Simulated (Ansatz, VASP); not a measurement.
**One calculation of AlP, two programs**

The input INCAR:

```
  PREC = Accurate
  ENCUT = 500
  EDIFF = 1E-6
  ISMEAR = 0
  SIGMA = 0.1
  LREAL = F
  LASPH = T
  NELM = 120
  ALGO = Normal
  ISIF = 2
  LWAVE = F
  LCHARG = F
  NBANDS = 11
  GGA_COMPAT = F
```

Contents of KPOINTS:

```
Automatic mesh
0
Gamma
  6 6 6
```

The input POSCAR:

```
AlP
1.0
    0.0000000000      2.7350000000      2.7350000000
    2.7350000000      0.0000000000      2.7350000000
    2.7350000000      2.7350000000      0.0000000000
Al P
1 1
Direct
    0.0000000000      0.0000000000      0.0000000000
    0.2500000000      0.2500000000      0.2500000000
```

Input for Ansatz:

```yaml
crystal:
  lattice:
    - [0.0, 2.735, 2.735]
    - [2.735, 0.0, 2.735]
    - [2.735, 2.735, 0.0]
  atoms:
    - { symbol: Al, position: [0.0, 0.0, 0.0] }
    - { symbol: P, position: [0.25, 0.25, 0.25] }
basis:
  ecutwfc: 420
kpoints:
  mp_grid: { grid: [6, 6, 6] }
hamiltonian:
  xc: lda
  pseudopotentials: { kind: paw, azcp: { folder: soft_1 } }
scf:
  occupations: { method: gaussian, width: 0.1 }
output:
  forces: true
  stress: true
  eigenvalues: true
```

Alike in both runs: task single point; functional LDA; k mesh 6 × 6 × 6; occupations gaussian, width 0.1 eV; no spin polarisation.

```csv
,VASP,Ansatz
version,VASP 6.6.1,Ansatz 0.2.0
potentials or method,"VASP PAW LDA potentials, release 64 (Al, P), cutoff 500 eV","scalar-relativistic, plane waves, PAW"
valence electrons in the cell,8,8
```

|  | VASP | Ansatz | Ansatz less VASP |
| --- | --- | --- | --- |
| gap on the k mesh at the Fermi level (eV) | 1.45 | 1.45 | +0.004 |
| least direct gap on the mesh (eV) | 3.07 | 3.05 | -0.016 |
| pressure (GPa) | -1.6 | -1.7 | -0.05 |

Ansatz warns that its potentials were made for another functional, while VASP's fit it. LDA's correlation is that of Perdew and Zunger in VASP and of Perdew and Wang (1992) in Ansatz.
